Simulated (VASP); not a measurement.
A run of VASP 6.6.1 is set up as follows.

The input INCAR:

```
SYSTEM = Si
ALGO = Normal
EDIFF = 1E-8
ENCUT = 520
GGA = PE
ISIF = 2
ISMEAR = -1
LASPH = .True.
LCHARG = .False.
LEFG = .True.
LREAL = .False.
LWAVE = .False.
NBANDS = 11
NELM = 100
PREC = Accurate
SIGMA = 0.05
```

The input KPOINTS:

```
k-points
0
Gamma
  10 10 10
  0 0 0
```

Contents of POSCAR:

```
Si
1.0
    0.0000000000      2.7144176166      2.7144176166
    2.7144176166      0.0000000000      2.7144176166
    2.7144176166      2.7144176166      0.0000000000
Si
2
Direct
   -0.1250000000     -0.1250000000     -0.1250000000
    0.1250000000      0.1250000000      0.1250000000
```

Potentials or basis: VASP PAW PBE potentials, release 64 (Si).

The run is started by

```bash
$ cat potpaw_PBE.64/Si/POTCAR > POTCAR
$ mpirun -np 1 vasp_std > vasp.out
```

Task: Predict the band gap on the k mesh.

Result: 0.58 eV (least direct gap 2.57 eV).

Task: Predict the pressure.

Result: 2.0 GPa.

A k mesh can miss the band edges.
